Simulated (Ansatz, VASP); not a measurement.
## One calculation of In, two programs

Contents of INCAR:

```
SYSTEM = In
PREC     = Accurate       ! precision mode
ENCUT    = 500            ! plane-wave cutoff, eV
EDIFF    = 1E-6           ! SCF threshold, eV
ISMEAR   = 1              ! smearing method
SIGMA    = 0.05           ! smearing width, eV
LREAL    = .False.        ! projectors in reciprocal space
LASPH    = .True.         ! aspherical terms in the spheres
NELM     = 200            ! most SCF steps
ALGO     = Normal         ! electronic algorithm
ISIF     = 2              ! what is computed and relaxed
LWAVE    = .False.        ! write WAVECAR
LCHARG   = .False.        ! write CHGCAR
ISPIN    = 2              ! spin polarisation
MAGMOM   = -0.36          ! initial moments
LORBIT   = 11             ! projections on sites
GGA      = LIBXC          ! functional
LIBXC1   = GGA_X_RPBE   
LIBXC2   = GGA_C_LYP    
NBANDS   = 16             ! bands
GGA_COMPAT= .False.
```

File KPOINTS:

```
Automatic mesh
0
Gamma
  11 11 11
  0 0 0
```

The input POSCAR:

```
In
1.0
   -1.6362350157      1.6362350157      2.4900825966
    1.6362350157     -1.6362350157      2.4900825966
    1.6362350157      1.6362350157     -2.4900825966
In
1
Direct
    0.0000000000      0.0000000000      0.0000000000
```

input.yaml

```yaml
crystal:
  lattice:
    - [-1.6362350157, 1.6362350157, 2.4900825966]
    - [1.6362350157, -1.6362350157, 2.4900825966]
    - [1.6362350157, 1.6362350157, -2.4900825966]
  atoms:
    - { symbol: In, position: [0.0, 0.0, 0.0], spin: -0.36 }
kpoints:
  mp_grid: { grid: [11, 11, 11] }
scf:
  occupations: { method: methfessel_paxton, width: 0.05 }
hamiltonian:
  xc: { exchange: rpbe, correlation: lyp }
  pseudopotentials:
    kind: all_electron
    lapw: { basis_error: 0.0005 }
    dirac_shells: { In: ["3p", "3d"] }
magnetization:
  spin_polarized: true
output:
  forces: true
  stress: true
  eigenvalues: true
```

Change from the starting cell: volume scaled by 1.02.

Alike in both runs: task single point; functional rpbe exchange, lyp correlation; k mesh 11 × 11 × 11; occupations methfessel-paxton of order 1, width 0.05 eV; collinear spin.

|  | VASP | Ansatz |
| --- | --- | --- |
| version | VASP 6.6.1 | Ansatz 0.2.0 |
| potentials or method | VASP PAW PBE potentials, release 64 (In_d), cutoff 500 eV | all-electron LAPW, inner shells corrected to Dirac's equation |

Ansatz gave:

```
gap on the k mesh at the Fermi level (eV)                     : none
pressure (GPa)                                                : 6.9
traceless stress, the component that is largest in VASP (GPa) : 0.05
net moment per atom (μB)                                      : 0.00
```

Problem. Which values does VASP return?

Solution. gap on the k mesh at the Fermi level (eV): none; pressure (GPa): 6.9; traceless stress, the component that is largest in VASP (GPa): 0.06; net moment per atom (μB): 0.00.

VASP's potentials were made for PBE, not for rpbe exchange, lyp correlation. A gap of «none» marks a metal or a gap that the smearing closes. Ansatz ran all-electron here, and VASP with PAW potentials.
